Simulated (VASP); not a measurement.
Crystal: Rh.

```
CELL_PARAMETERS angstrom
0.00000 1.90155 1.90155
1.90155 0.00000 1.90155
1.90155 1.90155 0.00000
ATOMIC_POSITIONS crystal
Rh 0.00000 0.00000 0.00000
```

| Property | Result |
| --- | --- |
| Program | VASP 6.6.1 |
| Task | relaxation of cell and atoms |
| Functional | PBE |
| Potentials or basis | VASP PAW PBE potentials, release 64 (Rh_pv) |
| Cutoff | 600 eV |
| k mesh | 14 × 14 × 14 |
| Occupations | fermi-dirac, width 0.05 eV |
| Spin | collinear spin, ferromagnetic start |
| Starting moments | [1.0] μB |

At the start: pressure 5.6 GPa; volume 13.75 Å³/atom.

Question: How do energy, volume and symmetry change on relaxing?

Answer: Over 3 steps the energy falls by 5.1 meV/atom and the volume is 14.05 Å³/atom (+2.2 %); space group Fm-3m (No. 225, to 0.1 Å) before and after; moment 0.00 μB per cell.

Step by step:
```tsv
step	energy change (eV)	largest force (eV/Å)	pressure (GPa)	volume (Å³)
1	0.0000	0.0000	5.64	13.75
2	0.0196	0.0000	-10.93	14.74
3	-0.0051	0.0000	-0.07	14.05
```

Final structure:
```
Rh
1.0
     0.00000    1.91522    1.91522
     1.91522    0.00000    1.91522
     1.91522    1.91522    0.00000
Rh
1
Direct
  0.00000 0.00000 0.00000
```
